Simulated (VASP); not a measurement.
**VN2: relaxation of cell and atoms with PBE**

Crystal: VN2.

```
V N
1.0
    -2.15075    2.15075    2.49135
     2.15075   -2.15075    2.49135
     2.15075    2.15075   -2.49135
V N
2 4
Direct
  0.25000 0.25000 0.00000
  0.75000 0.75000 0.00000
  0.11510 0.61510 0.73020
  0.61510 0.88490 0.50000
  0.88490 0.38490 0.26980
  0.38490 0.11510 0.50000
```

- Program: VASP 6.6.1
- Task: relaxation of cell and atoms
- Functional: PBE
- Potentials or basis: VASP PAW PBE potentials, release 64 (V_sv, N)
- Cutoff: 600 eV
- k mesh: 12 × 12 × 12
- Occupations: gaussian, width 0.1 eV
- Spin: no spin polarisation
- Dipole correction: no
- Further INCAR settings: ALGO = Normal; EDIFF = 1e-06; IBRION = 2; EDIFFG = -0.01; NSW = 80; ISIF = 3

| Item | Value |
| --- | --- |
| Relaxed volume | 7.69 Å³/atom |
| Relaxed cell | a = 3.931 Å, b = 3.931 Å, c = 3.931 Å, α = 113.55°, β = 113.55°, γ = 101.59° |
| Space group after relaxing (to 0.1 Å) | I4/mcm (No. 140) |
| Energy gained by relaxing | 1.1 meV/atom |
| Ionic steps | 6 |
| Pressure after relaxing | 0.0 GPa |
| Band gap on the k mesh | zero (bands 23 and 24 overlap by 0.39 eV) |

Step by step:
| step | energy change (eV) | largest force (eV/Å) | pressure (GPa) | volume (Å³) |
| --- | --- | --- | --- | --- |
| 1 | 0.0000 | 0.3666 | -0.52 | 46.10 |
| 2 | 0.0041 | 0.5098 | 2.57 | 45.93 |
| 3 | -0.0062 | 0.0002 | 0.79 | 46.02 |
| 4 | -0.0065 | 0.0090 | -0.69 | 46.24 |
| 5 | -0.0067 | 0.0059 | -0.13 | 46.15 |
| 6 | -0.0068 | 0.0015 | 0.00 | 46.13 |

Final structure:
```yaml
crystal:
  lattice:
    - [-2.15422, 2.15422, 2.48494]
    - [2.15422, -2.15422, 2.48494]
    - [2.15422, 2.15422, -2.48494]
  atoms:
    - { symbol: V, position: [0.25000, 0.25000, 0.00000] }
    - { symbol: V, position: [0.75000, 0.75000, 0.00000] }
    - { symbol: N, position: [0.11372, 0.61372, 0.72744] }
    - { symbol: N, position: [0.61372, 0.88628, 0.50000] }
    - { symbol: N, position: [0.88628, 0.38628, 0.27256] }
    - { symbol: N, position: [0.38628, 0.11372, 0.50000] }
```

Levels at points of the mesh, in eV from the Fermi level:
```
           k point  band 19  band 20  band 21  band 22  band 23  band 24  band 25  band 26  band 27
(0.00, 0.00, 0.00)    -3.23    -2.92    -2.65    -2.55    -2.55     0.75     0.95     0.95     1.29
(0.50, 0.00, 0.00)    -3.35    -3.35    -3.11    -3.11     0.15     0.15     0.73     0.73     1.03
(0.50, 0.50, 0.00)    -4.85    -4.61    -2.75    -2.60    -1.32     0.00     0.83     1.10     1.82
(0.50, 0.50, 0.50)    -4.67    -2.05    -2.05    -0.25    -0.19    -0.15    -0.05     0.02     1.86
```

Run time: 5.9 min on 1 thread of Intel(R) Xeon(R) 6975P-C (Granite Rapids) (shared host), peak memory 0.34 GiB.

Caveat: the run has no spin polarisation, though such a crystal can be magnetic. With open d or f shells a metallic result of PBE can be an artefact of self-interaction; +U or a hybrid may open a gap.
